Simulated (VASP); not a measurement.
Wanted: the native input for a VASP 6.6.1 run.

```
Task                   : relaxation of cell and atoms
Functional             : PBEsol
Dispersion             : D4
Potentials or basis    : VASP PAW PBE potentials, release 64 (Ti_sv, C)
Cutoff                 : 600 eV
k mesh                 : 11 × 11 × 11
Occupations            : fermi-dirac, width 0.05 eV
Spin                   : no spin polarisation
Dipole correction      : no
Further INCAR settings : ALGO = Normal; EDIFF = 1e-06; IBRION = 2; EDIFFG = -0.01; NSW = 60; ISIF = 3
```

The structure of TiC lies in POSCAR:

```
TiC
1.0
    0.0000000000      2.1657188437      2.1657188437
    2.1657188437      0.0000000000      2.1657188437
    2.1657188437      2.1657188437      0.0000000000
Ti C
1 1
Direct
    0.0000000000      0.0000000000      0.0000000000
    0.5000000000      0.5000000000      0.5000000000
```

One way to write it, as run:

INCAR

```
SYSTEM = TiC
PREC = Accurate
ENCUT = 600
EDIFF = 1E-6
ISMEAR = -1
SIGMA = 0.05
LREAL = .FALSE.
LASPH = .TRUE.
NELM = 100
ALGO = Normal
ISIF = 3
LWAVE = .FALSE.
LCHARG = .FALSE.
GGA = PS
IVDW = 13
IBRION = 2
NSW = 60
EDIFFG = -0.01
```

KPOINTS

```
Automatic mesh
0
G
  11 11 11
  0 0 0
```

Potentials or basis: VASP PAW PBE potentials, release 64 (Ti_sv, C).

Launch:

```sh
$ cat potpaw_PBE.64/Ti_sv/POTCAR potpaw_PBE.64/C/POTCAR > POTCAR
$ mpirun -np 1 vasp_std > vasp.out
```

Results of the run:

The relaxed volume is 9.80 Å³/atom and the relaxed cell is a = 3.026 Å, b = 3.026 Å, c = 3.026 Å, α = 60.00°, β = 60.00°, γ = 60.00°. The space group after relaxing (to 0.05 Å) is Fm-3m (No. 225) and the energy gained by relaxing is 10.8 meV/atom. The ionic steps are 3, the pressure after relaxing is 0.0 GPa and the band gap on the k mesh is zero (band 8 reaches 10.40 eV, above the bottom of band 9 at 9.31 eV). The dispersion energy per atom is -0.164 eV.

Caveat: the PAW data sets were made with another functional, which shifts forces and pressure a little; pairwise dispersion overbinds metals, which lowers pressure and volume.

Wall time 38 s on 1 thread of Intel(R) Xeon(R) Platinum 8175M CPU @ 2.50GHz (Skylake/Cascade Lake), with other jobs on the host, peak memory 0.15 GiB.
